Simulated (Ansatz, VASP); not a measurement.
# MgS: VASP beside Ansatz

```xyz
2
Lattice="0.0000 2.6359 2.6359 2.6359 0.0000 2.6359 2.6359 2.6359 0.0000" Properties=species:S:1:pos:R:3 pbc="T T T"
Mg    0.0000    0.0000    0.0000
S     2.6359    2.6359    2.6359
```

Change from the starting cell: volume scaled by 1.04, PAW files.

Alike in both runs: task electric field gradients; functional PBEsol; k mesh 10 × 10 × 10; occupations fermi-dirac, width 0.03 eV; no spin polarisation.

```csv
,VASP,Ansatz
version,VASP 6.6.1,Ansatz 0.2.0
potentials or method,"VASP PAW PBE potentials, release 64 (Mg, S)","PAW with Ansatz's default frozen-core files, scalar-relativistic"
plane-wave cutoff (eV),520,420
valence electrons in the cell,8,16
```

|  | VASP | Ansatz | Ansatz less VASP |
| --- | --- | --- | --- |
| gap on the k mesh at the Fermi level (eV) | 2.62 | 2.62 | +0.001 |
| pressure (GPa) | -3.8 | -3.6 | +0.20 |

VASP's potentials were made for PBE, not for PBEsol. VASP's potentials hold 8 valence electrons a cell and Ansatz's 16, so a difference there can come from the potentials and not from the codes.
